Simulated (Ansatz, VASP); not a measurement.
# Two plane-wave programs on CoAu

```
CELL_PARAMETERS angstrom
0.00000 2.51390 2.51390
2.51390 0.00000 2.51390
2.51390 2.51390 0.00000
ATOMIC_POSITIONS crystal
Co 0.00000 0.00000 0.00000
Au 0.75000 0.75000 0.75000
```

Alike in both runs: task single point; functional PBE; k mesh 6 × 6 × 6; occupations gaussian, width 0.1 eV; collinear spin.

|  | VASP | Ansatz |
| --- | --- | --- |
| version | VASP 6.6.1 | Ansatz 0.2.0 |
| potentials or method | VASP PAW PBE potentials, release 64 (Co, Au), cutoff 520 eV | scalar-relativistic, plane waves, PAW |
| valence electrons in the cell | 20 | 36 |

Ansatz gave:

| Quantity | Value |
| --- | --- |
| gap on the k mesh at the Fermi level (eV) | none |
| net moment per atom (μB) | 0.93 |
| size of the moment on the site where the two differ most (μB) | 0.28 |

What did VASP give for the same quantities?

gap on the k mesh at the Fermi level (eV): none; net moment per atom (μB): 0.93; size of the moment on the site where the two differ most (μB): 0.24.

Site moments also hang on the region over which each program counts them. A gap of «none» marks a metal or a gap that the smearing closes. VASP's potentials hold 20 valence electrons a cell and Ansatz's 36, so a difference there can come from the potentials and not from the codes.

The k mesh is coarse, so the values compare programs but aren't converged. Neither program's run includes spin-orbit coupling.
